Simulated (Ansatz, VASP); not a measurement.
**BN: VASP beside Ansatz**

```
B N
1.0
    -2.50644    0.00000    0.00000
    -1.25322   -2.17064    0.00000
     0.00000    0.00000   13.48369
B N
4 4
Direct
  0.33333 0.33333 0.85878
  0.33333 0.33333 0.36805
  0.66667 0.66667 0.12268
  0.66667 0.66667 0.61341
  0.33333 0.33333 0.12268
  0.33333 0.33333 0.61341
  0.66667 0.66667 0.85878
  0.66667 0.66667 0.36805
```

Alike in both runs: task single point; functional PBE; dispersion D3(BJ); k mesh 10 × 10 × 2; occupations gaussian, width 0.05 eV; no spin polarisation.

|  | VASP | Ansatz |
| --- | --- | --- |
| version | VASP 6.6.1 | Ansatz 0.2.0 |
| potentials or method | VASP PAW PBE potentials, release 64 (B, N), cutoff 520 eV | scalar-relativistic, plane waves, PAW |
| valence electrons in the cell | 32 | 32 |

```csv
,VASP,Ansatz,Ansatz less VASP
gap on the k mesh at the Fermi level (eV),4.25,4.26,+0.007
least direct gap on the mesh (eV),4.68,4.68,+0.005
pressure (GPa),0.0,-0.1,-0.06
"traceless stress, the component that is largest in VASP (GPa)",-0.48,-0.28,+0.200
rms of the force components (eV/Å),0.011,0.011,-0.0002
```

Atom by atom the forces differ by 0.000 eV/Å (rms over components).
